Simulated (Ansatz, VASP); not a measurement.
## Two plane-wave programs on PtSe2

Contents of INCAR:

```
  PREC = Accurate
  ENCUT = 520
  EDIFF = 1E-6
  ISMEAR = 0
  SIGMA = 0.15
  LREAL = False
  LASPH = True
  NELM = 60
  ALGO = Fast
  ISIF = 2
  LWAVE = False
  LCHARG = True
  GGA = PS
  LELF = True
  LVHAR = True
  NBANDS = 18
```

The input KPOINTS:

```
regular mesh
0
Gamma
  12 12 10
```

POSCAR

```
PtSe2
1.0
    3.7240006046      0.0000000000      0.0000000000
   -1.8620003023      3.2250791273      0.0000000000
    0.0000000000      0.0000000000      5.0620000000
Pt Se
1 2
Direct
   -0.1270690129     -0.0930209735      0.0000000000
    0.3333333333      0.6666666667      0.2500000000
    0.6666666667      0.3333333333      0.7500000000
```

Input for Ansatz:

```yaml
crystal:
  lattice:
    - [3.7240006046, 0.0, 0.0]
    - [-1.8620003023, 3.2250791273, 0.0]
    - [0.0, 0.0, 5.062]
  atoms:
    - { symbol: Pt, position: [-0.1270690129, -0.0930209735, 0.0] }
    - { symbol: Se, position: [0.3333333333, 0.6666666667, 0.25] }
    - { symbol: Se, position: [0.6666666667, 0.3333333333, 0.75] }
basis:
  ecutwfc: 420
kpoints:
  mp_grid: { grid: [12, 12, 10] }
hamiltonian:
  xc: pbesol
scf:
  occupations: { method: gaussian, width: 0.15 }
output:
  forces: true
  stress: true
  eigenvalues: true
```

Alike in both runs: task single point; functional PBEsol; k mesh 12 × 12 × 10; occupations gaussian, width 0.15 eV; no spin polarisation.

```csv
,VASP,Ansatz
version,VASP 6.6.1,Ansatz 0.2.0
potentials or method,"VASP PAW PBE potentials, release 64 (Pt, Se), cutoff 520 eV","scalar-relativistic, plane waves, PAW"
valence electrons in the cell,22,50
```

```csv
,VASP,Ansatz,Ansatz less VASP
gap on the k mesh at the Fermi level (eV),none,none,-
pressure (GPa),14.4,14.1,-0.27
"traceless stress, the component that is largest in VASP (GPa)",-10.57,-10.39,+0.175
rms of the force components (eV/Å),3.177,3.138,-0.0395
```

VASP's potentials were made for PBE, not for PBEsol. Atom by atom the forces differ by 0.041 eV/Å (rms over components). A gap of «none» marks a metal or a gap that the smearing closes. VASP's potentials hold 22 valence electrons a cell and Ansatz's 50, so a difference there can come from the potentials and not from the codes.

Neither program's run includes spin-orbit coupling.
